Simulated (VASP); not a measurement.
Set up this calculation in VASP 6.6.1, as the native input.

```
Task                   : single point
Functional             : PBE
Potentials or basis    : VASP PAW PBE potentials, release 64 (Mn_pv)
Cutoff                 : 520 eV
k mesh                 : 15 × 15 × 8
Occupations            : fermi-dirac, width 0.05 eV
Spin                   : no spin polarisation
Dipole correction      : no
Further INCAR settings : ALGO = Normal; EDIFF = 1e-06; NBANDS = 20
```

The structure of Mn lies in POSCAR:

```
Mn
1.0
    2.4836457705      0.0000000000      0.0000000000
   -1.2418228852      2.1509003313      0.0000000000
    0.0000000000      0.0000000000      4.0261950000
Mn
2
Direct
    0.6666666667      0.3333333333      0.7500000000
    0.3333333333      0.6666666667      0.2500000000
```

These files were run (other wordings do the same):

INCAR

```
SYSTEM = Mn
ALGO = Normal ; EDIFF = 1E-6
ENCUT = 520 ; GGA = PE
ISIF = 2 ; ISMEAR = -1
LASPH = .TRUE. ; LCHARG = .TRUE.
LELF = .TRUE. ; LREAL = .FALSE.
LVHAR = .TRUE. ; LWAVE = .FALSE.
NBANDS = 20 ; NELM = 100
PREC = Accurate ; SIGMA = 0.05
```

KPOINTS

```
k-points
0
G
  15 15 8
  0 0 0
```

Potentials or basis: VASP PAW PBE potentials, release 64 (Mn_pv).

The run is started by

```sh
$ cat potpaw_PBE.64/Mn_pv/POTCAR > POTCAR
$ mpirun -np 1 vasp_std > vasp.out
```

Results of the run:

| Property | Result |
| --- | --- |
| Pressure | -1.3 GPa |
| Band gap on the k mesh | zero (band 13 reaches 11.23 eV, above the bottom of band 14 at 9.33 eV) |

Caveat: the run has no spin polarisation, though such a crystal can be magnetic.

It took 42 s on 1 thread of Intel(R) Xeon(R) Platinum 8375C CPU @ 2.90GHz (Ice Lake), with other jobs on the host, peak memory 0.16 GiB.
